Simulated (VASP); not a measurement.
Write the native input for VASP 6.6.1 that does the following.

```yaml
Task: single point
Functional: PBE
Potentials_or_basis: VASP PAW PBE potentials, release 64 (Bi_d, Te)
Cutoff: 520 eV
k_mesh: 12 × 12 × 12
Occupations: gaussian, width 0.15 eV
Spin: no spin polarisation
Dipole_correction: no
Further_INCAR_settings: ALGO = Normal; EDIFF = 1e-07; NBANDS = 18
```

The structure of BiTe lies in POSCAR:

```
BiTe
1.0
    0.0000000000      3.2511939987      3.1754411785
    3.2511939987      0.0000000000      3.1754411785
    3.2511939987      3.2511939987      0.0000000000
Bi Te
1 1
Direct
    0.0101695256      0.0101695256     -0.0101695256
    0.4833445805      0.4833445805      0.5166554195
```

This cell differs from its parent crystal: atoms displaced along a vibrational mode, the cell strained.

One way to write it, as run:

INCAR

```
SYSTEM = BiTe
PREC = Accurate
ENCUT = 520
EDIFF = 1E-7
ISMEAR = 0
SIGMA = 0.15
LREAL = .FALSE.
LASPH = .TRUE.
NELM = 100
ALGO = Normal
ISIF = 2
LWAVE = .FALSE.
LCHARG = .FALSE.
GGA = PE
NBANDS = 18
```

KPOINTS

```
regular mesh
0
G
  12 12 12
  0 0 0
```

Potentials or basis: VASP PAW PBE potentials, release 64 (Bi_d, Te).

The run is started by

```bash
$ cat potpaw_PBE.64/Bi_d/POTCAR potpaw_PBE.64/Te/POTCAR > POTCAR
$ mpirun -np 1 vasp_std > vasp.out
```

It gave:

```yaml
Pressure: 1.8 GPa
Largest_force: 0.545 eV/Å
Band_gap_on_the_k_mesh: zero (an odd number of electrons rules out a gap without spin polarisation)
```

Caveat: the cell differs from its parent crystal (atoms displaced along a vibrational mode, the cell strained); spin-orbit coupling is left out, which moves the levels of the heavy elements.

Run time: 4 min on 1 thread of Intel Xeon 8259CL (shared host), peak memory 0.35 GiB.
